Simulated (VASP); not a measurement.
BaHfO3: relaxation of cell and atoms with r2SCAN

BaHfO3:

```xyz
5
Lattice="4.2047 0.0000 0.0000 0.0000 4.2047 0.0000 0.0000 0.0000 4.2048" Properties=species:S:1:pos:R:3 pbc="T T T"
Ba    2.1024    2.1024    4.1961
Hf    0.0000    0.0000    2.0939
O     0.0000    2.1024    2.0942
O     2.1024    0.0000    2.0942
O     0.0000    0.0000    4.1965
```

| Property | Result |
| --- | --- |
| Program | VASP 6.6.1 |
| Task | relaxation of cell and atoms |
| Functional | r2SCAN |
| Potentials or basis | VASP PAW PBE potentials, release 64 (Ba_sv, Hf_pv, O) |
| Cutoff | 600 eV |
| k mesh | 6 × 6 × 6 |
| Occupations | gaussian, width 0.02 eV |
| Spin | no spin polarisation |
| Dipole correction | no |
| Further INCAR settings | ALGO = Normal; EDIFF = 1e-06; IBRION = 2; EDIFFG = -0.02; NSW = 70; ISIF = 3 |

```json
{
  "Relaxed volume": "14.50 Å³/atom",
  "Relaxed cell": "a = 4.170 Å, b = 4.170 Å, c = 4.170 Å, α = 90.00°, β = 90.00°, γ = 90.00°",
  "Space group after relaxing (to 0.05 Å)": "Pm-3m (No. 221)",
  "Energy gained by relaxing": "4.9 meV/atom",
  "Ionic steps": "3",
  "Pressure after relaxing": "0.0 GPa",
  "Band gap on the k mesh": "4.12 eV, indirect (least direct gap 4.36 eV)"
}
```

The path:
```tsv
step	energy change (eV)	largest force (eV/Å)	pressure (GPa)	volume (Å³)
1	0.0000	0.0016	-4.17	74.34
2	0.0152	0.0017	5.92	70.26
3	-0.0246	0.0017	0.01	72.50
```

Final structure:
```
Ba Hf O
1.0
     4.16972    0.00000    0.00000
     0.00000    4.16972    0.00000
     0.00000    0.00000    4.16975
Ba Hf O
1 1 3
Cartesian
  2.0849 2.0849 4.1611
  0.0000 4.1697 2.0765
  0.0000 2.0849 2.0767
  2.0849 4.1697 2.0767
  0.0000 4.1697 4.1615
```

Levels at points of the mesh, in eV from the valence-band top:
```
           k point  band 15  band 16  band 17  band 18  band 19  band 20  band 21  band 22  band 23
(0.00, 0.00, 0.00)    -1.01    -1.01    -0.23    -0.23    -0.23     4.12     4.12     4.12     5.23
(0.50, 0.00, 0.00)    -1.72    -1.72    -1.70    -0.57    -0.57     4.68     6.91     6.91     7.06
(0.50, 0.50, 0.00)    -2.41    -1.08    -0.94    -0.94    -0.08     6.81     6.81     7.27     7.48
(0.00, 0.00, 0.50)    -1.72    -1.72    -1.70    -0.57    -0.57     4.68     6.91     6.91     7.06
(0.50, 0.00, 0.50)    -2.41    -1.08    -0.94    -0.94    -0.08     6.81     6.81     7.27     7.48
(0.50, 0.50, 0.50)    -2.54    -2.54     0.00     0.00     0.00     6.70     6.70     6.70     8.41
```

It took 14 min on 1 thread of Intel(R) Xeon(R) Platinum 8259CL CPU @ 2.50GHz (Skylake/Cascade Lake) (shared host), peak memory 0.29 GiB.

Caveat: the PAW data sets were made with another functional, which shifts forces and pressure a little; spin-orbit coupling is left out, which moves the levels of the heavy elements. A k mesh can miss the band edges.
